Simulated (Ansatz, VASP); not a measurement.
**TePt: VASP beside Ansatz**

```
Te Pt
1.0
     3.78212    0.00000    0.00000
    -1.89106    3.27541    0.00000
     0.00000    0.00000    5.22816
Te Pt
2 2
Cartesian
  0.0000 2.1836 1.3070
  1.8911 1.0918 3.9211
  0.0000 0.0000 0.0000
  0.0000 0.0000 2.6141
```

Change from the starting cell: strain -0.080 along x and y, -0.040 along z, atoms carried along.

Alike in both runs: task single point; functional PBEsol; k mesh 12 × 12 × 10; occupations gaussian, width 0.15 eV; no spin polarisation.

```csv
,VASP,Ansatz
version,VASP 6.6.1,Ansatz 0.2.0
potentials or method,"VASP PAW PBE potentials, release 64 (Te, Pt), cutoff 520 eV","scalar-relativistic, plane waves, PAW"
valence electrons in the cell,32,68
```

VASP gave:

```
gap on the k mesh at the Fermi level (eV)                     : none
pressure (GPa)                                                : 76.2
traceless stress, the component that is largest in VASP (GPa) : -3.44
```

Which values does Ansatz return?

gap on the k mesh at the Fermi level (eV): none; pressure (GPa): 75.8; traceless stress, the component that is largest in VASP (GPa): -3.42.

VASP's potentials were made for PBE, not for PBEsol. A gap of «none» marks a metal or a gap that the smearing closes. Both programs put the cell under a high pressure, so it lies far from rest at this level. VASP's potentials hold 32 valence electrons a cell and Ansatz's 68, so a difference there can come from the potentials and not from the codes.

Neither program's run includes spin-orbit coupling. Noted on VASP's run: the cell as given lies far from equilibrium.
